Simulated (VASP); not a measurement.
Write the native input for VASP 6.6.1 that does the following.

* Task: single point
* Functional: r2SCAN
* Potentials or basis: VASP PAW PBE potentials, release 64 (C)
* Cutoff: 520 eV
* k mesh: 12 × 12 × 12
* Occupations: gaussian, width 0.05 eV
* Spin: no spin polarisation
* Dipole correction: no
* Further INCAR settings: ALGO = Normal; EDIFF = 1e-06; NBANDS = 11

The system is C.

```
C
1.0
     0.00000    1.75665    1.75665
     1.75665    0.00000    1.75665
     1.75665    1.75665    0.00000
C
2
Direct
  0.50000 0.50000 0.50000
  0.75000 0.75000 0.75000
```

This cell differs from its parent crystal: strain -0.015 along x and y, -0.015 along z.

One way to write it, as run:

POSCAR

```
C
1.0
    0.0000000000      1.7566490000      1.7566490000
    1.7566490000      0.0000000000      1.7566490000
    1.7566490000      1.7566490000      0.0000000000
C
2
Direct
    0.5000000000      0.5000000000      0.5000000000
    0.7500000000      0.7500000000      0.7500000000
```

INCAR.step1

```
  ALGO = Normal
  EDIFF = 1E-4
  ENCUT = 520
  GGA = PE
  ISMEAR = 0
  LASPH = True
  LCHARG = False
  LREAL = False
  LWAVE = True
  NBANDS = 11
  NELM = 60
  PREC = Accurate
  SIGMA = 0.05
```

INCAR.step2

```
  ALGO = Normal
  EDIFF = 1E-6
  ENCUT = 520
  ISIF = 2
  ISMEAR = 0
  ISTART = 1
  LASPH = True
  LCHARG = True
  LELF = True
  LMIXTAU = True
  LREAL = False
  LVHAR = True
  LWAVE = False
  METAGGA = R2SCAN
  NBANDS = 11
  NELM = 60
  PREC = Accurate
  SIGMA = 0.05
```

KPOINTS

```
k-points
0
Gamma
  12 12 12
```

Potentials or basis: VASP PAW PBE potentials, release 64 (C).

Launch:

```sh
$ cat potpaw_PBE.64/C/POTCAR > POTCAR
$ cp INCAR.step1 INCAR
$ mpirun -np 1 vasp_std > vasp.out
$ cp INCAR.step2 INCAR
$ mpirun -np 1 vasp_std > vasp.out
```

Results of the run:

* Pressure: 20.6 GPa
* Band gap on the k mesh: 4.45 eV, indirect (least direct gap 5.96 eV)

Caveat: the cell differs from its parent crystal (strain -0.015 along x and y, -0.015 along z); the PAW data sets were made with another functional, which shifts forces and pressure a little.

It took 78 s on 1 thread of AMD EPYC 7R13 (shared host), peak memory 0.09 GiB.
